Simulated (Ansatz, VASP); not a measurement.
InAs: VASP beside Ansatz

```
In As
1.0
     0.00000    3.05356    3.05356
     3.05356    0.00000    3.05356
     3.05356    3.05356    0.00000
In As
1 1
Direct
  0.25000 0.25000 0.25000
  0.00000 0.00000 0.00000
```

Alike in both runs: task relaxation of cell and atoms; functional LDA; k mesh 10 × 10 × 10; occupations gaussian, width 0.1 eV; no spin polarisation.

```csv
,VASP,Ansatz
version,VASP 6.6.1,Ansatz 0.2.0
potentials or method,"VASP PAW LDA potentials, release 64 (In_d, As), cutoff 600 eV","scalar-relativistic, plane waves, PAW"
valence electrons in the cell,18,28
```

```tsv
	VASP	Ansatz	Ansatz less VASP
gap on the k mesh at the Fermi level, each at its own relaxed structure (eV)	none	none	-
relaxed volume (Å³/atom)	27.44	27.35	-0.087
relaxed cell length with the largest relative difference (Å)	4.266	4.261	-0.0045
```

Ansatz warns that its potentials were made for another functional, while VASP's fit it. LDA's correlation is that of Perdew and Zunger in VASP and of Perdew and Wang (1992) in Ansatz. A gap of «none» marks a metal or a gap that the smearing closes. VASP's potentials hold 18 valence electrons a cell and Ansatz's 28, so a difference there can come from the potentials and not from the codes.
